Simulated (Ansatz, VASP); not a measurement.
# One calculation of K, two programs

```
K
1.0
    -2.49008    2.49008    2.49008
     2.49008   -2.49008    2.49008
     2.49008    2.49008   -2.49008
K
1
Cartesian
  0.0000 0.0000 0.0000
```

Alike in both runs: task single point; functional LDA; k mesh 15 × 15 × 15; occupations fermi-dirac, width 0.1 eV; no spin polarisation.

|  | VASP | Ansatz |
| --- | --- | --- |
| version | VASP 6.6.1 | Ansatz 0.2.0 |
| potentials or method | VASP PAW LDA potentials, release 64 (K_sv), cutoff 520 eV | plane waves (420 eV) with PAW, scalar-relativistic |
| valence electrons in the cell | 9 | 9 |

|  | VASP | Ansatz | Ansatz less VASP |
| --- | --- | --- | --- |
| pressure (GPa) | 0.2 | 0.2 | +0.02 |

Ansatz warns that its potentials were made for another functional, while VASP's fit it. LDA's correlation is that of Perdew and Zunger in VASP and of Perdew and Wang (1992) in Ansatz.
